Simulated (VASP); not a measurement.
# Hf2TiN3 in VASP: notebook

Runs on Hf2TiN3. Level: PBE. Tasks: single point.

Everything below comes from runs of VASP 6.6.1. Logs are shortened: lines on timing, memory, paths and dates and some standing lists are left out, and cuts for length are marked.

## (1) The cell of the first run

Symmetry: P-62m, No. 189, hexagonal system. The conventional cell has a = 5.362 Å, b = 5.362 Å, c = 5.353 Å, α = 90.00°, β = 90.00°, γ = 120.00°. Hf (site symmetry -62m) has 6 N at 2.23 Å and 6 Ti at 3.10 Å and 6 Hf at 3.22 Å within 3.3 Å. Hf (site symmetry m2m) has 6 N at 2.23 to 2.26 Å within 2.9 Å. Within 2.9 Å of Ti (site symmetry -6) lie 6 N at 2.20 Å. Within 2.9 Å of N (site symmetry m) lie 2 Ti at 2.20 Å and 4 Hf at 2.23 to 2.26 Å and 2 N at 2.61 to 2.74 Å.

## (2) Single point, PBE

The input, INCAR:

```
PREC = Accurate ; ENCUT = 520
EDIFF = 1E-6 ; ISMEAR = 0
SIGMA = 0.2 ; LREAL = False
LASPH = True ; NELM = 60
ALGO = Normal ; ISIF = 2
LWAVE = False ; LCHARG = False
GGA = PE ; NBANDS = 59
```

The input, KPOINTS:

```
Automatic mesh
0
Gamma
  4 6 6
```

The input, POSCAR:

```
Hf2TiN3
1.0
    0.0000000000      0.0000000000      5.3527471000
    5.3624732972      0.0000000289      0.0000000000
   -2.6812366736      4.6440380880      0.0000000000
Hf Ti N
4 2 6
Direct
    0.5000000000      0.0000000000      0.0000000000
    0.0000000000      0.3351200000      0.3351200000
    0.0000000000      0.0000000000      0.6648800000
    0.0000000000      0.6648800000      1.0000000000
    0.5000000000      0.6666666667      0.3333333333
    0.5000000000      0.3333333333      0.6666666667
    0.7441950000      0.3377795000      1.0000000000
    0.7441950000      0.0000000000      0.3377795000
    0.7441950000      0.6622205000      0.6622205000
    0.2558050000      0.3377795000      1.0000000000
    0.2558050000      0.0000000000      0.3377795000
    0.2558050000      0.6622205000      0.6622205000
```

Potentials or basis: VASP PAW PBE potentials, release 64 (Hf_pv, Ti_sv, N).

The run is started by

```sh
$ cat potpaw_PBE.64/Hf_pv/POTCAR potpaw_PBE.64/Ti_sv/POTCAR potpaw_PBE.64/N/POTCAR > POTCAR
$ mpirun -np 1 vasp_std > vasp.out
```

OUTCAR:

```text
PREC = Accurate
   ENCUT = 520
   EDIFF = 1E-6
   ISMEAR = 0
   LREAL = False
   LASPH = True
   NELM = 60
   ISIF = 2
   GGA = PE

 ion  position               nearest neighbor table
   1  0.500  0.000  0.000-   8 2.23  11 2.23   9 2.23  12 2.23   7 2.23  10 2.23   5 3.10   6 3.10
                             6 3.10   5 3.10   5 3.10   6 3.10   3 3.22   3 3.22   2 3.22   2 3.22
   2  0.000  0.335  0.335-   9 2.23  12 2.23  10 2.26   7 2.26  11 2.26   8 2.26   4 3.09   4 3.09
                             3 3.09   3 3.09   3 3.11   4 3.11   6 3.22   6 3.22   5 3.22   5 3.22
   3  0.000  0.000  0.665-   8 2.23  11 2.23  10 2.26   7 2.26   9 2.26  12 2.26   4 3.09   2 3.09
                             4 3.09   2 3.09   2 3.11   4 3.11   6 3.22   6 3.22   5 3.22   5 3.22
   4  0.000  0.665  0.000-   7 2.23  10 2.23   9 2.26  12 2.26  11 2.26   8 2.26   2 3.09   3 3.09
                             2 3.09   3 3.09   3 3.11   2 3.11   5 3.22   5 3.22   6 3.22   6 3.22
   5  0.500  0.667  0.333-   8 2.20  11 2.20  10 2.20   7 2.20   9 2.20  12 2.20   1 3.10   1 3.10
                             1 3.10   4 3.22   4 3.22   3 3.22   3 3.22   2 3.22   2 3.22
   6  0.500  0.333  0.667-   7 2.20  10 2.20   8 2.20  11 2.20   9 2.20  12 2.20   1 3.10   1 3.10
                             1 3.10   3 3.22   3 3.22   4 3.22   4 3.22   2 3.22   2 3.22
   7  0.744  0.338  0.000-   6 2.20   5 2.20   4 2.23   1 2.23   2 2.26   3 2.26
   8  0.744  0.000  0.338-   5 2.20   6 2.20   3 2.23   1 2.23   4 2.26   2 2.26
   9  0.744  0.662  0.662-   5 2.20   6 2.20   2 2.23   1 2.23   4 2.26   3 2.26
  10  0.256  0.338  0.000-   6 2.20   5 2.20   4 2.23   1 2.23   2 2.26   3 2.26
  11  0.256  0.000  0.338-   5 2.20   6 2.20   3 2.23   1 2.23   4 2.26   2 2.26
  12  0.256  0.662  0.662-   5 2.20   6 2.20   2 2.23   1 2.23   4 2.26   3 2.26

  LATTYP: Found a hexagonal cell.
 ALAT       =     5.3624732972
 C/A-ratio  =     0.9981862479

  Lattice vectors:

 A1 = (   5.3624732972,   0.0000000289,   0.0000000000)
 A2 = (  -2.6812366736,   4.6440380880,   0.0000000000)
 A3 = (   0.0000000000,   0.0000000000,   5.3527471000)

Analysis of symmetry for initial positions (statically):
=====================================================================
 Subroutine PRICEL returns:
 Original cell was already a primitive cell.

 Routine SETGRP: Setting up the symmetry group for a
 hexagonal supercell.

 Subroutine GETGRP returns: Found 12 space group operations
 (whereof 12 operations were pure point group operations)
 out of a pool of 24 trial point group operations.

The static configuration has the point symmetry D_3h.

Analysis of symmetry for dynamics (positions and initial velocities):
=====================================================================
 Subroutine PRICEL returns:
 Original cell was already a primitive cell.

[... 141 lines left out ...]
   IMIX   =      4    mixing-type and parameters
     AMIX     =   0.40;   BMIX     =  1.00
     AMIX_MAG =   1.60;   BMIX_MAG =  1.00
  volume/ion in A,a.u.               =      11.11        74.96
  Fermi-wavevector in a.u.,A,eV,Ry     =   1.457152  2.753618 28.889147  2.123292
  Thomas-Fermi vector in A             =   2.573987
   LORBIT       =      0    0 simple, 1 ext, 2 COOP (PROOUT), +10 PAW based schemes
   GGA     = PE    functional components
   LHFCALC =     F    Hartree Fock is set to
   AEXX    =    0.0000 exact exchange contribution
   IVDW    =     0    specifies the selected vdW correction
   LEPSILON=     F    determine dielectric tensor
   LRPA    =     F    only Hartree local field effects (RPA)
 non-spin polarized calculation
 Gauss-broadening in eV      SIGMA  =   0.20
  energy-cutoff  :      520.00
  volume of cell :      133.30
 maximum number of plane-waves:      3618
 NGX is ok and might be reduce to    40
   NGX = 19   NGY = 19   NGZ = 19

 number of electron      94.0000019 magnetization

 Free energy of the ion-electron system (eV)
  ---------------------------------------------------
  ext. energy  EPLUGINS =         0.00000000
  ---------------------------------------------------
  free energy    TOTEN  =      -125.36322826 eV

  energy without entropy =     -125.28446858  energy(sigma->0) =     -125.32384842

 E-fermi :   8.4971     XC(G=0): -12.6995

 val. band max:        8.4941020249   @ k =   0.5000   0.3333   0.1667
 cond. band min:       8.5370991024   @ k =   0.5000   0.1667   0.1667
 fundamental gap:      0.0429970775
 Fermi energy:         8.4970575309

 k-point     1 :       0.0000    0.0000    0.0000
  band No.  band energies     occupation
      1     -49.1106      2.00000
      2     -49.0795      2.00000
      3     -25.4870      2.00000
      4     -25.4238      2.00000
      5     -25.4238      2.00000
      6     -25.4157      2.00000
[... 1291 lines left out ...]
     58      11.7495      0.00000
     59      11.7495      0.00000

------------------------ aborting loop because EDIFF is reached ----------------------------------------

  FORCE on cell =-STRESS in cart. coord.  units (eV):
  Direction    XX          YY          ZZ          XY          YZ          ZX
  --------------------------------------------------------------------------------------
  -------------------------------------------------------------------------------------
  Total       -1.5778216     -1.5778216     -0.3527336     -0.0000000      0.0000000      0.0000000
  in kB      -18.9640386    -18.9640386     -4.2395499     -0.0000000      0.0000000      0.0000000
  external PRESSURE =     -14.0558757 kB  Pullay stress =       0.0000000 kB

 VOLUME and BASIS-vectors are now :
 -----------------------------------------------------------------------------
  energy-cutoff  :      520.00
  volume of cell :      133.30
      direct lattice vectors                 reciprocal lattice vectors
     0.000000000  0.000000000  5.352747100     0.000000000  0.000000000  0.186819960
     5.362473297  0.000000029  0.000000000     0.186481114  0.107664923  0.000000000
    -2.681236674  4.644038088  0.000000000    -0.000000001  0.215329844  0.000000000

 POSITION                                       TOTAL-FORCE (eV/Angst)
 -----------------------------------------------------------------------------------
      0.00000      0.00000      2.67637         0.000000     -0.000000      0.000000
      0.89854      1.55631      0.00000         0.013840      0.023972      0.000000
     -1.78270      3.08773      0.00000         0.013840     -0.023972      0.000000
      3.56540      0.00000      0.00000        -0.027681     -0.000000      0.000000
      2.68124      1.54801      2.67637         0.000000     -0.000000      0.000000
     -0.00000      3.09603      2.67637         0.000000     -0.000000      0.000000
      1.81133      0.00000      3.98349        -0.071164     -0.000000      0.082039
     -0.90567      1.56866      3.98349         0.035582     -0.061630      0.082039
      1.77557      3.07538      3.98349         0.035582      0.061630      0.082039
      1.81133      0.00000      1.36926        -0.071164     -0.000000     -0.082039
     -0.90567      1.56866      1.36926         0.035582     -0.061630     -0.082039
      1.77557      3.07538      1.36926         0.035582      0.061630     -0.082039
 -----------------------------------------------------------------------------------
    total drift:                               -0.000001     -0.000001      0.000000

  FREE ENERGIE OF THE ION-ELECTRON SYSTEM (eV)
  ---------------------------------------------------
  free  energy   TOTEN  =      -125.3632282575 eV

  energy  without entropy=     -125.2844685813  energy(sigma->0) =     -125.32384842
```

stdout:

```text
POSCAR found type information on POSCAR HfTiN
 POSCAR found :  3 types and      12 ions
 scaLAPACK will be used
 LDA part: xc-table for (Slater+PW92), standard interpolation
 POSCAR, INCAR and KPOINTS ok, starting setup
 FFT: planning ... GRIDC
 FFT: planning ... GRID_SOFT
 FFT: planning ... GRID
 WAVECAR not read
 entering main loop
```

Wall time 7.3 min (1 thread of Intel Xeon 8259CL, shared host); peak memory 0.32 GiB.

What came out:

```yaml
Free_energy: -125.3632 eV
Pressure: -1.4 GPa
Largest_force: 0.109 eV/Å
Band_gap_on_the_k_mesh: zero (bands 47 and 48 overlap by 0.89 eV)
```

Forces on the atoms (eV/Å):
```
Hf   0.000  0.000  0.000
Hf   0.014  0.024  0.000
Hf   0.014 -0.024  0.000
Hf  -0.028  0.000  0.000
Ti   0.000  0.000  0.000
Ti   0.000  0.000  0.000
N   -0.071  0.000  0.082
N    0.036 -0.062  0.082
N    0.036  0.062  0.082
N   -0.071  0.000 -0.082
N    0.036 -0.062 -0.082
N    0.036  0.062 -0.082
```

Caveat: spin-orbit coupling is left out, which moves the levels of the heavy elements.

## (3) Single point, PBE

The input, INCAR:

```
ALGO = Normal ; EDIFF = 1E-6
ENCUT = 520 ; GGA = PE
ISIF = 2 ; ISMEAR = 0
LASPH = T ; LCHARG = T
LELF = T ; LREAL = F
LVHAR = T ; LWAVE = F
NBANDS = 59 ; NELM = 60
PREC = Accurate ; SIGMA = 0.2
```

The input, KPOINTS:

```
k-points
0
Gamma
  4 6 6
```

The input, POSCAR:

```
Hf2TiN3
1.0
   -0.0000258137      0.0000154617      5.3645269270
    5.3576073533     -0.0000470006     -0.0000602399
   -2.6788444849      4.6396623799      0.0000832817
Hf Ti N
4 2 6
Direct
    0.5000001140     -0.0000072246     -0.0000009383
   -0.0000019140      0.3354115054      0.3354064179
    0.0000032677      0.0000067077      0.6646034200
   -0.0000022369      0.6646048934      1.0000047487
    0.5000050121      0.6666475155      0.3333217024
    0.5000040513      0.3333183064      0.6666627360
    0.7442002251      0.3375762714      1.0000023990
    0.7441997978      0.0000027914      0.3375754497
    0.7442007075      0.6624282281      0.6624279096
    0.2557993064      0.3375769656      0.9999980835
    0.2557953816      0.0000041542      0.3375735928
    0.2557962874      0.6624298855      0.6624244789
```

Potentials or basis: VASP PAW PBE potentials, release 64 (Hf_pv, Ti_sv, N).

The run is started by

```sh
$ cat potpaw_PBE.64/Hf_pv/POTCAR potpaw_PBE.64/Ti_sv/POTCAR potpaw_PBE.64/N/POTCAR > POTCAR
$ mpirun -np 1 vasp_std > vasp.out
```

OUTCAR:

```text
EDIFF = 1E-6
   ENCUT = 520
   GGA = PE
   ISIF = 2
   ISMEAR = 0
   LASPH = T
   LREAL = F
   NELM = 60
   PREC = Accurate

 ion  position               nearest neighbor table
   1  0.500  1.000  1.000-   9 2.23  11 2.23  12 2.23   8 2.23   7 2.23  10 2.23   6 3.09   5 3.09
                             5 3.09   6 3.09   6 3.09   5 3.09   4 3.23   3 3.23   4 3.23   2 3.23
   2  1.000  0.335  0.335-   9 2.23  12 2.23  10 2.27   7 2.27   8 2.27  11 2.27   4 3.08   3 3.08
                             4 3.08   3 3.08   3 3.11   4 3.11   5 3.22   6 3.22   5 3.22   6 3.22
   3  0.000  0.000  0.665-  11 2.23   8 2.23  10 2.27   7 2.27  12 2.27   9 2.27   4 3.08   2 3.08
                             4 3.08   2 3.08   2 3.11   4 3.11   6 3.22   6 3.22   5 3.22   5 3.22
   4  1.000  0.665  0.000-   7 2.23  10 2.23   8 2.27  11 2.27  12 2.27   9 2.27   2 3.08   3 3.08
                             3 3.08   2 3.08   2 3.11   3 3.11   5 3.22   6 3.22   6 3.22   5 3.22
   5  0.500  0.667  0.333-   7 2.21  10 2.21  12 2.21   9 2.21   8 2.21  11 2.21   1 3.09   1 3.09
                             1 3.09   4 3.22   2 3.22   2 3.22   3 3.22   3 3.22   4 3.22
   6  0.500  0.333  0.667-   8 2.21  11 2.21  10 2.21   7 2.21   9 2.21  12 2.21   1 3.09   1 3.09
                             1 3.09   3 3.22   2 3.22   3 3.22   4 3.22   4 3.22   2 3.22
   7  0.744  0.338  0.000-   5 2.21   6 2.21   4 2.23   1 2.23   3 2.27   2 2.27
   8  0.744  0.000  0.338-   6 2.21   5 2.21   3 2.23   1 2.23   4 2.27   2 2.27
   9  0.744  0.662  0.662-   5 2.21   6 2.21   2 2.23   1 2.23   4 2.27   3 2.27
  10  0.256  0.338  1.000-   5 2.21   6 2.21   4 2.23   1 2.23   3 2.27   2 2.27
  11  0.256  0.000  0.338-   6 2.21   5 2.21   3 2.23   1 2.23   4 2.27   2 2.27
  12  0.256  0.662  0.662-   5 2.21   6 2.21   2 2.23   1 2.23   4 2.27   3 2.27

  LATTYP: Found a simple monoclinic cell.
 ALAT       =     5.3574062170
 B/A-ratio  =     1.0013291339
 C/A-ratio  =     1.7320853753
 COS(beta)  =    -0.8660210118

  Lattice vectors:

 A1 = (   2.6787628684,   4.6396153793,   0.0000230418)
 A2 = (   0.0000258137,  -0.0000154617,  -5.3645269270)
 A3 = (  -8.0363702217,  -4.6395683787,   0.0000371981)

Analysis of symmetry for initial positions (statically):
=====================================================================
 Subroutine PRICEL returns:
[... 183 lines left out ...]

 Free energy of the ion-electron system (eV)
  ---------------------------------------------------
  ext. energy  EPLUGINS =         0.00000000
  ---------------------------------------------------
  free energy    TOTEN  =      -125.36471231 eV

  energy without entropy =     -125.28545570  energy(sigma->0) =     -125.32508400

 E-fermi :   8.4885     XC(G=0): -12.6976

 val. band max:        8.4847981877   @ k =   0.5000   0.5000   0.1667
 cond. band min:       8.5336909817   @ k =   0.5000   0.1667   0.1667
 fundamental gap:      0.0488927940
 Fermi energy:         8.4885316039

 k-point     1 :       0.0000    0.0000    0.0000
  band No.  band energies     occupation
      1     -49.1160      2.00000
      2     -49.0846      2.00000
      3     -25.4917      2.00000
      4     -25.4295      2.00000
      5     -25.4295      2.00000
      6     -25.4202      2.00000
[... 1477 lines left out ...]
     58      11.8071      0.00000
     59      12.0569      0.00000

 [... further k-points ...]

------------------------ aborting loop because EDIFF is reached ----------------------------------------

  FORCE on cell =-STRESS in cart. coord.  units (eV):
  Direction    XX          YY          ZZ          XY          YZ          ZX
  --------------------------------------------------------------------------------------
  -------------------------------------------------------------------------------------
  Total       -1.2830601     -1.2725813     -1.2284907      0.0023882     -0.0010796      0.0012328
  in kB      -15.4159788    -15.2900757    -14.7603262      0.0286937     -0.0129711      0.0148115
  external PRESSURE =     -15.1554602 kB  Pullay stress =       0.0000000 kB

 VOLUME and BASIS-vectors are now :
 -----------------------------------------------------------------------------
  energy-cutoff  :      520.00
  volume of cell :      133.35
      direct lattice vectors                 reciprocal lattice vectors
    -0.000025814  0.000015462  5.364526927     0.000002096 -0.000002136  0.186409727
     5.357607353 -0.000047001 -0.000060240     0.186651428  0.107768650  0.000000588
    -2.678844485  4.639662380  0.000083282     0.000001891  0.215534016 -0.000000621

 POSITION                                       TOTAL-FORCE (eV/Angst)
 -----------------------------------------------------------------------------------
      2.67871      4.63962      2.68229         0.000387     -0.000059     -0.000084
      0.89848      1.55617      5.36452         0.002874      0.005557      0.000069
     -1.78033      3.08354      0.00007         0.003271     -0.006015     -0.000249
      3.56065      0.00001      5.36447        -0.006568     -0.000128      0.000068
      2.67871      1.54648      2.68228         0.000689      0.000529     -0.000275
     -0.00011      3.09308      2.68232         0.000641      0.000100     -0.000217
      1.80858      0.00001      3.99226        -0.062233     -0.000131      0.080720
     -0.90432      1.56625      3.99231         0.030843     -0.053681      0.080746
      1.77447      3.07342      3.99230         0.030898      0.053664      0.080724
     -0.87024      4.63964      1.37231        -0.062320      0.000070     -0.080560
     -0.90429      1.56623      1.37225         0.030787     -0.053670     -0.080466
      1.77450      3.07340      1.37224         0.030731      0.053764     -0.080475
 -----------------------------------------------------------------------------------
    total drift:                                0.000010      0.000004      0.000004

  FREE ENERGIE OF THE ION-ELECTRON SYSTEM (eV)
  ---------------------------------------------------
  free  energy   TOTEN  =      -125.3647123080 eV

  energy  without entropy=     -125.2854557017  energy(sigma->0) =     -125.32508400
```

OSZICAR:

```text
N       E                     dE             d eps       ncg     rms          rms(c)
DAV:   1     0.958245982447E+03    0.95825E+03   -0.48221E+04  8976   0.175E+03
DAV:   2     0.613862650457E+01   -0.95211E+03   -0.90168E+03  9275   0.508E+02
DAV:   3    -0.139746571533E+03   -0.14589E+03   -0.14071E+03 12345   0.163E+02
[... 12 lines left out ...]
DAV:  16    -0.125364745667E+03    0.31159E-03   -0.84094E-04 10880   0.152E-01    0.100E-01
DAV:  17    -0.125364712103E+03    0.33563E-04   -0.27321E-04 13370   0.712E-02    0.898E-02
DAV:  18    -0.125364720466E+03   -0.83622E-05   -0.33588E-05 12016   0.294E-02    0.737E-02
DAV:  19    -0.125364714824E+03    0.56420E-05   -0.66050E-06  9503   0.165E-02    0.328E-02
DAV:  20    -0.125364712233E+03    0.25908E-05   -0.76990E-06 11128   0.138E-02    0.782E-03
DAV:  21    -0.125364712308E+03   -0.75293E-07   -0.56327E-07  5648   0.389E-03
   1 F= -.12536471E+03 E0= -.12532508E+03  d E =-.792566E-01
```

Run time: 27 min. Hardware: 1 thread of Intel Xeon 8259CL, shared host; peak memory 0.58 GiB.

What came out:

```
Free energy            : -125.3647 eV
Pressure               : -1.5 GPa
Largest force          : 0.102 eV/Å
Band gap on the k mesh : zero (bands 47 and 48 overlap by 0.90 eV)
```

Forces in eV/Å, atoms in the order of the input:
```
Hf   0.000  0.000  0.000
Hf   0.003  0.006  0.000
Hf   0.003 -0.006  0.000
Hf  -0.007  0.000  0.000
Ti   0.001  0.001  0.000
Ti   0.001  0.000  0.000
N   -0.062  0.000  0.081
N    0.031 -0.054  0.081
N    0.031  0.054  0.081
N   -0.062  0.000 -0.081
N    0.031 -0.054 -0.080
N    0.031  0.054 -0.080
```

Caveat: spin-orbit coupling is left out, which moves the levels of the heavy elements.

The gap in the log of VASP goes by the Fermi energy; the results here count the filled bands.